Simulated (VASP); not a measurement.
# Ti3Zn (R-3m) in VASP: a series of runs, part 3 of 3

VASP 6.6.1.

## Step 5: Single point, LDA (14.54 Å³/atom)

This run uses another cell than the first one, of 14.54 Å³/atom.

File INCAR:

```
ALGO = Fast
EDIFF = 1E-6
ENCUT = 520
GGA = CA
ISIF = 2
ISMEAR = 0
LASPH = T
LCHARG = F
LREAL = F
LWAVE = F
NBANDS = 32
NELM = 80
PREC = Accurate
SIGMA = 0.15
```

File KPOINTS:

```
k-points
0
Gamma
  12 12 12
```

File POSCAR:

```
Ti3Zn
1.0
    3.8759364239      0.0696549510      0.0696549510
    0.0696549510      3.8759364239      0.0696549510
    0.0696549510      0.0696549510      3.8759364239
Ti Zn
3 1
Direct
    0.0000000000      0.5000000000      0.5000000000
    0.5000000000      0.0000000000      0.5000000000
    0.5000000000      0.5000000000      0.0000000000
    0.0000000000      0.0000000000      0.0000000000
```

Potentials or basis: VASP PAW LDA potentials, release 64 (Ti_sv, Zn).

Run with:

```console
> cat potpaw_LDA.64/Ti_sv/POTCAR potpaw_LDA.64/Zn/POTCAR > POTCAR
> mpirun -np 1 vasp_std > vasp.out
```

OUTCAR:

```text
EDIFF = 1E-6
   ENCUT = 520
   GGA = CA
   ISIF = 2
   ISMEAR = 0
   LASPH = T
   LREAL = F
   NELM = 80
   PREC = Accurate

 ion  position               nearest neighbor table
   1  0.000  0.500  0.500-   3 2.69   4 2.69   2 2.69   4 2.69   2 2.69   3 2.69   2 2.79   4 2.79
                             3 2.79   4 2.79   3 2.79   2 2.79
   2  0.500  0.000  0.500-   3 2.69   4 2.69   1 2.69   3 2.69   1 2.69   4 2.69   1 2.79   3 2.79
                             3 2.79   4 2.79   4 2.79   1 2.79
   3  0.500  0.500  0.000-   1 2.69   2 2.69   2 2.69   4 2.69   1 2.69   4 2.69   1 2.79   2 2.79
                             2 2.79   4 2.79   1 2.79   4 2.79
   4  0.000  0.000  0.000-   1 2.69   2 2.69   1 2.69   3 2.69   2 2.69   3 2.69   1 2.79   1 2.79
                             2 2.79   3 2.79   2 2.79   3 2.79

  LATTYP: Found a trigonal (rhomboedric) cell.
 ALAT       =     3.8771879999
 COS(alpha) =     0.0362418088

  Lattice vectors:

 A1 = (   3.8759364239,   0.0696549510,   0.0696549510)
 A2 = (   0.0696549510,   3.8759364239,   0.0696549510)
 A3 = (   0.0696549510,   0.0696549510,   3.8759364239)

Analysis of symmetry for initial positions (statically):
=====================================================================
 Subroutine PRICEL returns:
 Original cell was already a primitive cell.

 Routine SETGRP: Setting up the symmetry group for a
 trigonal (rhombohedral) supercell.

 Subroutine GETGRP returns: Found 12 space group operations
 (whereof 12 operations were pure point group operations)
 out of a pool of 12 trial point group operations.

The static configuration has the point symmetry D_3d.

Analysis of symmetry for dynamics (positions and initial velocities):
=====================================================================
 Subroutine PRICEL returns:
 Original cell was already a primitive cell.

[... 129 lines left out ...]
   IMIX   =      4    mixing-type and parameters
     AMIX     =   0.40;   BMIX     =  1.00
     AMIX_MAG =   1.60;   BMIX_MAG =  1.00
  volume/ion in A,a.u.               =      14.54        98.14
  Fermi-wavevector in a.u.,A,eV,Ry     =   1.535503  2.901679 32.079388  2.357768
  Thomas-Fermi vector in A             =   2.642282
   LORBIT       =      0    0 simple, 1 ext, 2 COOP (PROOUT), +10 PAW based schemes
   GGA     = CA    functional components
   LHFCALC =     F    Hartree Fock is set to
   AEXX    =    0.0000 exact exchange contribution
   IVDW    =     0    specifies the selected vdW correction
   LEPSILON=     F    determine dielectric tensor
   LRPA    =     F    only Hartree local field effects (RPA)
 non-spin polarized calculation
 RMM-DIIS sequential band-by-band and
 Gauss-broadening in eV      SIGMA  =   0.15
  energy-cutoff  :      520.00
  volume of cell :       58.17
 maximum number of plane-waves:      1580
 NGX is ok and might be reduce to    30
   NGX = 15   NGY = 15   NGZ = 15

 number of electron      47.9999999 magnetization

 Free energy of the ion-electron system (eV)
  ---------------------------------------------------
  ext. energy  EPLUGINS =         0.00000000
  ---------------------------------------------------
  free energy    TOTEN  =       -28.07614394 eV

  energy without entropy =      -28.03130990  energy(sigma->0) =      -28.05372692

 E-fermi :   8.0575     XC(G=0): -12.5437

 val. band max:        8.0541548550   @ k =  -0.4167   0.1667   0.0000
 cond. band min:       8.0604502942   @ k =  -0.2500   0.5000   0.0833
 fundamental gap:      0.0062954392
 Fermi energy:         8.0575409018

 k-point     1 :       0.0000    0.0000    0.0000
  band No.  band energies     occupation
      1     -47.6943      2.00000
      2     -47.4342      2.00000
      3     -47.4342      2.00000
      4     -24.7111      2.00000
      5     -24.5826      2.00000
      6     -24.5826      2.00000
[... 829 lines left out ...]
     31      10.7168      0.00000
     32      11.1230      0.00000

 [... further k-points ...]

------------------------ aborting loop because EDIFF is reached ----------------------------------------

  FORCE on cell =-STRESS in cart. coord.  units (eV):
  Direction    XX          YY          ZZ          XY          YZ          ZX
  --------------------------------------------------------------------------------------
  -------------------------------------------------------------------------------------
  Total        1.5315752      1.5315752      1.5315752     -1.1435936     -1.1435936     -1.1435936
  in kB       42.1827531     42.1827531     42.1827531    -31.4969357    -31.4969357    -31.4969357
  external PRESSURE =      42.1827531 kB  Pullay stress =       0.0000000 kB

 VOLUME and BASIS-vectors are now :
 -----------------------------------------------------------------------------
  energy-cutoff  :      520.00
  volume of cell :       58.17
      direct lattice vectors                 reciprocal lattice vectors
     3.875936424  0.069654951  0.069654951     0.258165979 -0.004557628 -0.004557628
     0.069654951  3.875936424  0.069654951    -0.004557628  0.258165979 -0.004557628
     0.069654951  0.069654951  3.875936424    -0.004557628 -0.004557628  0.258165979

 POSITION                                       TOTAL-FORCE (eV/Angst)
 -----------------------------------------------------------------------------------
      0.06965      1.97280      1.97280         0.000000     -0.000000      0.000000
      1.97280      0.06965      1.97280        -0.000000      0.000000      0.000000
      1.97280      1.97280      0.06965         0.000000      0.000000      0.000000
      0.00000      0.00000      0.00000        -0.000000      0.000000      0.000000
 -----------------------------------------------------------------------------------
    total drift:                                0.000000      0.000000     -0.000000

  FREE ENERGIE OF THE ION-ELECTRON SYSTEM (eV)
  ---------------------------------------------------
  free  energy   TOTEN  =       -28.0761439353 eV

  energy  without entropy=      -28.0313098968  energy(sigma->0) =      -28.05372692
```

Run time: 7.1 min. Hardware: 1 thread of Intel Xeon 6975P-C (Granite Rapids), shared host; peak memory 0.37 GiB.

Results:

```yaml
Free_energy: -28.0761 eV
Pressure: 4.2 GPa
Band_gap_on_the_k_mesh: zero (bands 24 and 25 overlap by 0.47 eV)
```

Caveat: the cell stands under pressure.

## Step 6: Single point, LDA (14.94 Å³/atom)

This run uses another cell than the first one, of 14.94 Å³/atom.

File INCAR:

```
SYSTEM = Ti3Zn
PREC = Accurate ; ENCUT = 520
EDIFF = 1E-6 ; ISMEAR = 0
SIGMA = 0.15 ; LREAL = .FALSE.
LASPH = .TRUE. ; NELM = 100
ALGO = Fast ; ISIF = 2
LWAVE = .FALSE. ; LCHARG = .FALSE.
GGA = CA ; NBANDS = 32
```

File KPOINTS:

```
Automatic mesh
0
G
  12 12 12
  0 0 0
```

File POSCAR:

```
Ti3Zn
1.0
    3.9125635002      0.1059507223      0.1059507223
    0.1059507223      3.9125635002      0.1059507223
    0.1059507223      0.1059507223      3.9125635002
Ti Zn
3 1
Direct
    0.0000000000      0.5000000000      0.5000000000
    0.5000000000      0.0000000000      0.5000000000
    0.5000000000      0.5000000000      0.0000000000
    0.0000000000      0.0000000000      0.0000000000
```

Potentials or basis: VASP PAW LDA potentials, release 64 (Ti_sv, Zn).

Run with:

```console
> cat potpaw_LDA.64/Ti_sv/POTCAR potpaw_LDA.64/Zn/POTCAR > POTCAR
> mpirun -np 1 vasp_std > vasp.out
```

Run time: 7.7 min. Hardware: 1 thread of Intel Xeon 6975P-C (Granite Rapids), shared host; peak memory 0.38 GiB.

It converged, with:

- Free energy: -28.0254 eV
- Pressure: 0.9 GPa
- Band gap on the k mesh: zero (bands 24 and 25 overlap by 0.56 eV)

Stress tensor (GPa, compression positive):
```
 0.89 -4.56 -4.56
-4.56  0.89 -4.56
-4.56 -4.56  0.89
```

Levels at points of the mesh, in eV from the Fermi level:
```tsv
k point	band 20	band 21	band 22	band 23	band 24	band 25	band 26	band 27	band 28	band 29
(0.00, 0.00, 0.00)	-1.34	-1.14	-1.14	-0.95	-0.95	1.78	2.21	2.21	2.36	2.50
(0.50, 0.00, 0.00)	-2.06	-1.12	-0.83	-0.78	0.22	0.79	0.79	1.19	1.61	1.86
(0.50, 0.50, 0.00)	-2.57	-1.26	-1.19	-0.46	-0.19	0.03	0.93	1.02	1.54	1.88
(0.50, 0.50, 0.50)	-1.56	-1.56	-0.70	0.01	0.01	0.53	0.53	1.24	1.51	1.63
```

## Step 7: Overview

```tsv
cell	gap on the mesh (eV)	pressure (GPa)
a = 3.947 Å, angles 87.9°, 4 atoms	none	-2.8
a = 3.984 Å, angles 86.9°, 4 atoms	none	-5.3
a = 3.805 Å, angles 92.0°, 4 atoms	none	13.3
a = 3.877 Å, angles 87.9°, 4 atoms	none	4.2
a = 3.915 Å, angles 86.9°, 4 atoms	none	0.9
```

Alike in all rows: task single point; level LDA; potentials or basis VASP PAW LDA potentials, release 64 (Ti_sv, Zn); no spin polarisation; k mesh 12 × 12 × 12; cutoff (eV) 520; smearing gaussian 0.15 eV.

Caveats: the cell stands under pressure (at least some runs); the cell stands under tension (at least some runs).

Total energies depend on the potentials used, so only differences within one code and one set of settings carry meaning.
